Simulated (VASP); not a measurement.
MnO2, 6 atoms in the cell. It takes space group Pmmn (No. 59, orthorhombic). The conventional cell has a = 2.904 Å, b = 3.845 Å, c = 6.164 Å, α = 90.00°, β = 90.00°, γ = 90.00°. Within 2.4 Å of Mn (site symmetry mm2) lie 6 O at 1.83 to 2.05 Å. O (site symmetry mm2) has 2 Mn at 1.83 Å within 2.4 Å. Within 2.6 Å of O (site symmetry mm2) lie 4 Mn at 1.98 to 2.05 Å and 5 O at 2.56 to 2.59 Å. 

* Program: VASP 6.6.1
* Task: single point
* Functional: PBE
* Potentials or basis: VASP PAW PBE potentials, release 64 (Mn_pv, O)
* Cutoff: 520 eV
* k mesh: 8 × 6 × 4
* Occupations: fermi-dirac, width 0.05 eV
* Spin: collinear spin, ferromagnetic start
* Starting moments: [2.0, 2.0, 0.0, 0.0, 0.0, 0.0] μB
* Fixed moment: 4 μB
* Dipole correction: no
* Further INCAR settings: ALGO = Normal; EDIFF = 1e-06; NBANDS = 38

Potentials or basis: VASP PAW PBE potentials, release 64 (Mn_pv, O).

Command:

```console
$ cat potpaw_PBE.64/Mn_pv/POTCAR potpaw_PBE.64/O/POTCAR > POTCAR
$ mpirun -np 1 vasp_std > vasp.out
```

Hardware: 1 thread of Intel(R) Xeon(R) 6975P-C (Granite Rapids), on a shared host.

Q: How long does it take, and how much memory?

A: Wall time 110 s on 1 thread of Intel(R) Xeon(R) 6975P-C (Granite Rapids), with other jobs on the host, peak memory 0.35 GiB. Counts: scf iterations 17, k points 60.
